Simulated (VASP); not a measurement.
Runs of VASP 6.6.1 on Cr. The structure is that of space group Pm-3m (No. 221), or close to it. The cells are those of the table. 

| task | cell | k mesh | cutoff (eV) | gap on the mesh (eV) | pressure (GPa) |
| --- | --- | --- | --- | --- | --- |
| single point | a = 2.269 Å, 1 atom | 15 × 15 × 15 | 520 | none | 29.6 |
| single point | a = 2.368 Å, 1 atom | 15 × 15 × 15 | 520 | none | 0.6 |
| single point | a = 2.429 Å, 1 atom | 15 × 15 × 15 | 520 | none | -10.8 |
| single point | a = 2.399 Å, 1 atom | 15 × 15 × 15 | 520 | none | -5.7 |
| single point | a = 2.459 Å, 1 atom | 15 × 15 × 15 | 520 | none | -14.9 |
| single point | a = 2.368 Å, 1 atom | 22 × 22 × 22 | 520 | none | (a) |
| single point | a = 2.368 Å, 1 atom | 13 × 13 × 13 | 520 | none | (b) |
| relaxation of cell and atoms | relaxed from a = 2.348 Å, 1 atom | 13 × 13 × 13 | 600 | none | -0.1 |

Alike in all rows: level BLYP; potentials or basis VASP PAW PBE potentials, release 64 (Cr_pv); no spin polarisation; smearing fermi-dirac 0.1 eV.

**Question.** Estimate the missing entries.

**Answer.** (a) 0.3; (b) 0.0.

Caveats: the PAW data sets were made with another functional, which shifts forces and pressure a little; the run has no spin polarisation, though such a crystal can be magnetic.

A gap of «none» marks levels without a gap at the run's occupations.
